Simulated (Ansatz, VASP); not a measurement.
**Ag: VASP beside Ansatz**

```
Ag
1.0
     0.00000    2.05195    2.05195
     2.05195    0.00000    2.05195
     2.05195    2.05195    0.00000
Ag
1
Cartesian
  0.0000 0.0000 0.0000
```

Alike in both runs: functional r2SCAN; k mesh 18 × 18 × 18; occupations gaussian, width 0.1 eV; no spin polarisation.

Ansatz relaxed the structure, and its values are those at the end. VASP's run is a single point on that final structure, the one shown.

```csv
,VASP,Ansatz
version,VASP 6.6.1,Ansatz 0.2.0
potentials or method,"VASP PAW PBE potentials, release 64 (Ag), cutoff 520 eV","scalar-relativistic, plane waves, PAW"
valence electrons in the cell,11,19
```

Ansatz gave:

| Item | Value |
| --- | --- |
| gap on the k mesh at the Fermi level (eV) | none |
| pressure (GPa) | 0.0 |

Problem. Estimate VASP's values.

Solution. gap on the k mesh at the Fermi level (eV): none; pressure (GPa): 0.1.

VASP's potentials were made for PBE, not for r2SCAN. A gap of «none» marks a metal or a gap that the smearing closes. VASP's potentials hold 11 valence electrons a cell and Ansatz's 19, so a difference there can come from the potentials and not from the codes.
